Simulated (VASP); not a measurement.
Here is a VASP 6.6.1 calculation.

POSCAR

```
CdS
1.0
    0.0000000000      2.7269062253      2.7269062253
    2.7269062253      0.0000000000      2.7269062253
    2.7269062253      2.7269062253      0.0000000000
Cd S
1 1
Direct
    0.0000000000      0.0000000000      0.0000000000
    0.5000000000      0.5000000000      0.5000000000
```

File INCAR.step1:

```
PREC = Accurate
ENCUT = 520
ISMEAR = 0
SIGMA = 0.05
LREAL = False
LASPH = True
NELM = 60
NBANDS = 16
GGA = PE
ALGO = Normal
EDIFF = 1E-4
LWAVE = True
LCHARG = False
```

Contents of INCAR.step2:

```
PREC = Accurate
ENCUT = 520
EDIFF = 1E-7
ISMEAR = 0
SIGMA = 0.05
LREAL = False
LASPH = True
NELM = 60
ALGO = Normal
ISIF = 2
LWAVE = False
LCHARG = False
METAGGA = R2SCAN
LMIXTAU = True
NBANDS = 16
ISTART = 1
```

Contents of KPOINTS:

```
regular mesh
0
Gamma
  8 8 8
```

Potentials or basis: VASP PAW PBE potentials, release 64 (Cd, S).

Command:

```sh
$ cat potpaw_PBE.64/Cd/POTCAR potpaw_PBE.64/S/POTCAR > POTCAR
$ cp INCAR.step1 INCAR
$ mpirun -np 1 vasp_std > vasp.out
$ cp INCAR.step2 INCAR
$ mpirun -np 1 vasp_std > vasp.out
```

(1) Predict the band gap on the k mesh.

(2) Predict the pressure.

## Answers

(1) 0.73 eV, indirect (least direct gap 2.35 eV).

(2) 0.5 GPa.

Caveat: the PAW data sets were made with another functional, which shifts forces and pressure a little.
